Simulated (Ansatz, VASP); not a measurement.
Cd: VASP beside Ansatz

POSCAR

```
Cd
1.0
    0.0000000000      2.2181497500      2.1072422625
    2.2181497500      0.0000000000      2.1072422625
    2.2181497500      2.2181497500      0.0000000000
Cd
1
Direct
    0.0000000000      0.0000000000      0.0000000000
```

INCAR.step1

```
SYSTEM = Cd
PREC = Accurate
ENCUT = 520
ISMEAR = 0
SIGMA = 0.15
LREAL = .False.
LASPH = .True.
NELM = 80
NBANDS = 12
GGA = PE
ALGO = Normal
EDIFF = 1E-4
LWAVE = .True.
LCHARG = .False.
```

The input INCAR.step2:

```
SYSTEM = Cd
PREC = Accurate
ENCUT = 520
EDIFF = 1E-7
ISMEAR = 0
SIGMA = 0.15
LREAL = .False.
LASPH = .True.
NELM = 80
ALGO = Normal
ISIF = 2
LWAVE = .False.
LCHARG = .True.
METAGGA = R2SCAN
LMIXTAU = .True.
LELF = .True.
LVHAR = .True.
NBANDS = 12
ISTART = 1
```

The input KPOINTS:

```
Automatic mesh
0
Gamma
  18 18 18
  0 0 0
```

Input for Ansatz:

```yaml
crystal:
  lattice:
    - [0.0, 2.21814975, 2.1072422625]
    - [2.21814975, 0.0, 2.1072422625]
    - [2.21814975, 2.21814975, 0.0]
  atoms:
    - { symbol: Cd, position: [0.0, 0.0, 0.0] }
basis:
  ecutwfc: 500
kpoints:
  mp_grid: { grid: [18, 18, 18] }
hamiltonian:
  xc: r2scan
scf:
  occupations: { method: gaussian, width: 0.15 }
output:
  forces: true
  stress: true
  eigenvalues: true
```

Change from the starting cell: strain +0.000 along x and y, -0.050 along z, atoms carried along.

Alike in both runs: task single point; functional r2SCAN; k mesh 18 × 18 × 18; occupations gaussian, width 0.15 eV; no spin polarisation.

|  | VASP | Ansatz |
| --- | --- | --- |
| version | VASP 6.6.1 | Ansatz 0.2.0 |
| potentials or method | VASP PAW PBE potentials, release 64 (Cd), cutoff 520 eV | scalar-relativistic, plane waves, PAW |
| valence electrons in the cell | 12 | 20 |

|  | VASP | Ansatz | Ansatz less VASP |
| --- | --- | --- | --- |
| gap on the k mesh at the Fermi level (eV) | none | none | - |
| pressure (GPa) | 3.3 | 2.9 | -0.41 |
| traceless stress, the component that is largest in VASP (GPa) | 1.18 | 1.17 | -0.014 |

VASP's potentials were made for PBE, not for r2SCAN. A gap of «none» marks a metal or a gap that the smearing closes. VASP's potentials hold 12 valence electrons a cell and Ansatz's 20, so a difference there can come from the potentials and not from the codes.
